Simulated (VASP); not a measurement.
Write the native input for VASP 6.6.1 that does the following.

- Task: single point
- Functional: PBE
- Potentials or basis: VASP PAW PBE potentials, release 64 (Ta_pv, H)
- Cutoff: 520 eV
- k mesh: 6 × 6 × 1
- Occupations: gaussian, width 0.1 eV
- Spin: no spin polarisation
- Dipole correction: yes
- Further INCAR settings: ALGO = Normal; EDIFF = 1e-06; NBANDS = 42

The structure of Ta6H lies in POSCAR:

```
Ta6H
1.0
    4.6937283341      0.0000000000      0.0000000000
   -2.3468641670      4.0648879758      0.0000000000
    0.0000000000      0.0000000000     19.9881921123
Ta H
6 1
Direct
    0.6666666667      0.3333333333      0.2001181486
    0.3333333333      0.6666666667      0.2480516124
    0.0000000000      0.0000000000      0.2959850763
    0.6666666667      0.3333333333      0.3401842451
    0.3333333333      0.6666666667      0.3819724402
    0.0000000000      0.0000000000      0.4246603227
    0.8888888889      0.2222222222      0.4888476006
```

One way to write it, as run:

INCAR

```
SYSTEM = Ta6H
ALGO = Normal ; DIPOL = 0.5 0.5 0.340
EDIFF = 1E-6 ; ENCUT = 520
GGA = PE ; IDIPOL = 3
ISIF = 2 ; ISMEAR = 0
LASPH = .True. ; LCHARG = .False.
LDIPOL = .True. ; LREAL = .False.
LWAVE = .False. ; NBANDS = 42
NELM = 60 ; PREC = Accurate
SIGMA = 0.1
```

KPOINTS

```
k-points
0
Gamma
  6 6 1
  0 0 0
```

Potentials or basis: VASP PAW PBE potentials, release 64 (Ta_pv, H).

The run is started by

```bash
$ cat potpaw_PBE.64/Ta_pv/POTCAR potpaw_PBE.64/H/POTCAR > POTCAR
$ mpirun -np 1 vasp_std > vasp.out
```

It gave:

- Largest force: 2.274 eV/Å

Run time: 14 min on 1 thread of Intel(R) Xeon(R) Platinum 8259CL CPU @ 2.50GHz (Skylake/Cascade Lake) (shared host), peak memory 0.6 GiB.
